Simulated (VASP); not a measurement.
**KBr: single point with LDA**

Crystal: KBr.

```
CELL_PARAMETERS angstrom
3.83001 0.00000 0.00000
0.00000 3.83001 0.00000
0.00000 0.00000 7.66002
ATOMIC_POSITIONS crystal
K 0.00000 0.00000 0.96303
K 0.00000 0.00000 0.46303
Br 0.35457 0.50000 0.26809
Br 0.64543 0.50000 0.76809
```

This cell differs from its parent crystal: atoms displaced along a vibrational mode.

```yaml
Program: VASP 6.6.1
Task: single point
Functional: LDA
Potentials_or_basis: VASP PAW LDA potentials, release 64 (K_sv, Br)
Cutoff: 520 eV
k_mesh: 6 × 6 × 4
Occupations: gaussian, width 0.05 eV
Spin: no spin polarisation
Dipole_correction: no
Further_INCAR_settings: ALGO = Normal; EDIFF = 1e-06; NBANDS = 24
```

- Pressure: 4.8 GPa
- Largest force: 1.500 eV/Å
- Band gap on the k mesh: 4.08 eV (least direct gap 4.23 eV)

Forces on the atoms (eV/Å):
```
K    0.986  0.000  1.057
K   -0.986  0.000  1.057
Br   1.064  0.000 -1.057
Br  -1.064  0.000 -1.057
```

Stress tensor (GPa, compression positive):
```
3.55 0.00 0.00
0.00 6.99 0.00
0.00 0.00 3.79
```

Levels at points of the mesh, in eV from the valence-band top:
| k point | band 14 | band 15 | band 16 | band 17 | band 18 | band 19 |
| --- | --- | --- | --- | --- | --- | --- |
| (0.00, 0.00, 0.00) | -0.36 | -0.28 | -0.16 | 4.08 | 5.56 | 6.33 |
| (0.50, 0.00, 0.00) | -0.72 | -0.48 | -0.09 | 5.74 | 6.31 | 6.54 |
| (0.00, 0.50, 0.00) | -0.53 | -0.14 | -0.05 | 5.19 | 6.34 | 6.45 |
| (0.50, 0.50, 0.00) | -1.50 | -1.46 | -0.22 | 5.14 | 6.85 | 7.13 |
| (0.00, 0.00, 0.50) | -0.38 | -0.29 | -0.29 | 5.36 | 5.36 | 6.19 |
| (0.50, 0.00, 0.50) | -0.92 | -0.29 | -0.29 | 5.73 | 5.73 | 6.91 |
| (0.00, 0.50, 0.50) | -1.12 | -0.02 | -0.02 | 5.94 | 5.94 | 6.77 |
| (0.50, 0.50, 0.50) | -1.65 | -0.95 | -0.95 | 5.99 | 5.99 | 6.95 |

Wall time 36 s on 1 thread of Intel(R) Xeon(R) 6975P-C (Granite Rapids), with other jobs on the host, peak memory 0.24 GiB.

Caveat: the cell differs from its parent crystal (atoms displaced along a vibrational mode); the cell stands under pressure; forces of over 1 eV/Å act on the atoms, so gaps and moduli don't describe the material at rest. A k mesh can miss the band edges.
